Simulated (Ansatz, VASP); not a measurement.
## Zn: VASP beside Ansatz

```xyz
1
Lattice="2.6359 0.0000 0.0000 0.0000 2.6359 0.0000 0.0000 0.0000 2.6169" Properties=species:S:1:pos:R:3 pbc="T T T"
Zn    0.0000    0.0000    0.0000
```

Alike in both runs: functional PBE; k mesh 22 × 22 × 20; occupations gaussian, width 0.1 eV; no spin polarisation.

Ansatz relaxed the structure, and its values are those at the end. VASP's run is a single point on that final structure, the one shown.

```csv
,VASP,Ansatz
version,VASP 6.6.1,Ansatz 0.2.0
potentials or method,"VASP PAW PBE potentials, release 64 (Zn), cutoff 520 eV","scalar-relativistic, plane waves, PAW"
valence electrons in the cell,12,12
```

VASP gave:

```
gap on the k mesh at the Fermi level (eV) : none
pressure (GPa)                            : 0.4
```

What did Ansatz give for the same quantities?

gap on the k mesh at the Fermi level (eV): none; pressure (GPa): 0.0.

A gap of «none» marks a metal or a gap that the smearing closes.
